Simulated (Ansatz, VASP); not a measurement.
Two plane-wave programs on Cu

Contents of INCAR:

```
ALGO = Normal
EDIFF = 1E-7
ENCUT = 520
GGA = PE
ISIF = 2
ISMEAR = 1
LASPH = T
LCHARG = T
LELF = T
LREAL = F
LVHAR = T
LWAVE = F
NBANDS = 12
NELM = 80
PREC = Accurate
SIGMA = 1.0
```

Contents of KPOINTS:

```
k-points
0
Gamma
  15 15 15
```

The input POSCAR:

```
Cu
1.0
    0.0000000000      1.8145751207      1.8145751207
    1.8145751207      0.0000000000      1.8145751207
    1.8145751207      1.8145751207      0.0000000000
Cu
1
Direct
    0.0000000000      0.0000000000      0.0000000000
```

Input for Ansatz:

```yaml
crystal:
  lattice:
    - [0.0, 1.8145751207, 1.8145751207]
    - [1.8145751207, 0.0, 1.8145751207]
    - [1.8145751207, 1.8145751207, 0.0]
  atoms:
    - { symbol: Cu, position: [0.0, 0.0, 0.0] }
hamiltonian:
  xc: pbe
  pseudopotentials:
    kind: paw
    azcp:
      Cu: "pseudopotentials/Cu.paw.azcp"
basis:
  ecutwfc: 420
  fft_grid_basis: typed
kpoints:
  mp_grid: { grid: [15, 15, 15], shift: [0, 0, 0] }
magnetization:
  spin_polarized: false
scf:
  occupations: { method: cold, width: 1.0 }
  lower_state_search: "off"
output:
  stress: true
```

Alike in both runs: task single point; functional PBE; k mesh 15 × 15 × 15; no spin polarisation.

|  | VASP | Ansatz |
| --- | --- | --- |
| version | VASP 6.6.1 | Ansatz 0.2.0 |
| potentials or method | VASP PAW PBE potentials, release 64 (Cu), cutoff 520 eV | plane waves (420 eV) with PAW, scalar-relativistic |
| occupations | methfessel-paxton of order 1, width 1 eV | cold, width 1 eV |
| valence electrons in the cell | 11 | 19 |

```tsv
	VASP	Ansatz	Ansatz less VASP
pressure (GPa)	-0.6	-6.6	-6.02
```

VASP's potentials hold 11 valence electrons a cell and Ansatz's 19, so a difference there can come from the potentials and not from the codes.
